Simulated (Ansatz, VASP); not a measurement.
## Mo in VASP and in Ansatz

The input INCAR:

```
ALGO     = Normal         # electronic algorithm
EDIFF    = 1E-6           # SCF threshold, eV
ENCUT    = 520            # plane-wave cutoff, eV
ISIF     = 2              # what is computed and relaxed
ISMEAR   = -1             # smearing method
LASPH    = True           # aspherical terms in the spheres
LCHARG   = True           # write CHGCAR
LELF     = True           # ELF
LREAL    = False          # projectors in reciprocal space
LVHAR    = True         
LWAVE    = False          # write WAVECAR
NBANDS   = 13             # bands
NELM     = 100            # most SCF steps
PREC     = Accurate       # precision mode
SIGMA    = 0.6            # smearing width, eV
```

KPOINTS

```
k-points
0
Gamma
  14 14 14
```

File POSCAR:

```
Mo
1.0
   -1.5565618036      1.5565618036      1.5565618036
    1.5565618036     -1.5565618036      1.5565618036
    1.5565618036      1.5565618036     -1.5565618036
Mo
1
Direct
    0.0000000000      0.0000000000      0.0000000000
```

Input for Ansatz:

```yaml
crystal:
  lattice:
    - [-1.5565618036, 1.5565618036, 1.5565618036]
    - [1.5565618036, -1.5565618036, 1.5565618036]
    - [1.5565618036, 1.5565618036, -1.5565618036]
  atoms:
    - { symbol: Mo, position: [0.0, 0.0, 0.0] }
hamiltonian:
  xc: lda
  pseudopotentials:
    kind: paw
    azcp:
      Mo: "pseudopotentials/Mo.paw.azcp"
basis:
  ecutwfc: 420
  fft_grid_basis: typed
kpoints:
  mp_grid: { grid: [14, 14, 14], shift: [0, 0, 0] }
magnetization:
  spin_polarized: false
scf:
  occupations: { method: fermi_dirac, width: 0.6 }
  lower_state_search: "off"
output:
  stress: true
```

Alike in both runs: task single point; functional LDA; k mesh 14 × 14 × 14; occupations fermi-dirac, width 0.6 eV; no spin polarisation.

|  | VASP | Ansatz |
| --- | --- | --- |
| version | VASP 6.6.1 | Ansatz 0.2.0 |
| potentials or method | VASP PAW LDA potentials, release 64 (Mo_sv), cutoff 520 eV | plane waves (420 eV) with PAW, scalar-relativistic |
| valence electrons in the cell | 14 | 14 |

```tsv
	VASP	Ansatz	Ansatz less VASP
pressure (GPa)	6.6	5.5	-1.18
```

Ansatz warns that its potentials were made for another functional, while VASP's fit it. LDA's correlation is that of Perdew and Zunger in VASP and of Perdew and Wang (1992) in Ansatz.
